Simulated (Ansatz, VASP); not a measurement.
**One calculation of AgCl, two programs**

Contents of INCAR:

```
SYSTEM = AgCl
PREC     = Accurate       ! precision mode
ENCUT    = 520            ! plane-wave cutoff, eV
EDIFF    = 1E-6           ! SCF threshold, eV
ISMEAR   = 0              ! smearing method
SIGMA    = 0.02           ! smearing width, eV
LREAL    = .False.        ! projectors in reciprocal space
LASPH    = .True.         ! aspherical terms in the spheres
NELM     = 60             ! most SCF steps
ALGO     = Normal         ! electronic algorithm
ISIF     = 2              ! what is computed and relaxed
LWAVE    = .False.        ! write WAVECAR
LCHARG   = .False.        ! write CHGCAR
GGA      = CA             ! functional
NBANDS   = 16             ! bands
```

File KPOINTS:

```
regular mesh
0
Gamma
  8 8 8
  0 0 0
```

The input POSCAR:

```
AgCl
1.0
    0.0000000000      2.7836879700      2.7836879700
    2.7836879700      0.0000000000      2.7836879700
    2.7836879700      2.7836879700      0.0000000000
Ag Cl
1 1
Direct
    0.5000000000      0.5000000000      0.5000000000
    0.0000000000      0.0000000000      0.0000000000
```

Input for Ansatz:

```yaml
crystal:
  lattice:
    - [0.0, 2.78368797, 2.78368797]
    - [2.78368797, 0.0, 2.78368797]
    - [2.78368797, 2.78368797, 0.0]
  atoms:
    - { symbol: Ag, position: [0.5, 0.5, 0.5] }
    - { symbol: Cl, position: [0.0, 0.0, 0.0] }
basis:
  ecutwfc: 420
kpoints:
  mp_grid: { grid: [8, 8, 8] }
hamiltonian:
  xc: lda
scf:
  occupations: { method: gaussian, width: 0.02 }
output:
  forces: true
  stress: true
  eigenvalues: true
```

Alike in both runs: task single point; functional LDA; k mesh 8 × 8 × 8; occupations gaussian, width 0.02 eV; no spin polarisation.

|  | VASP | Ansatz |
| --- | --- | --- |
| version | VASP 6.6.1 | Ansatz 0.2.0 |
| potentials or method | VASP PAW LDA potentials, release 64 (Ag, Cl), cutoff 520 eV | scalar-relativistic, plane waves, PAW |
| valence electrons in the cell | 18 | 26 |

```csv
,VASP,Ansatz,Ansatz less VASP
gap on the k mesh at the Fermi level (eV),0.64,0.62,-0.027
least direct gap on the mesh (eV),2.90,2.87,-0.026
pressure (GPa),-6.0,-6.0,+0.01
```

LDA's correlation is that of Perdew and Zunger in VASP and of Perdew and Wang (1992) in Ansatz. VASP's potentials hold 18 valence electrons a cell and Ansatz's 26, so a difference there can come from the potentials and not from the codes.
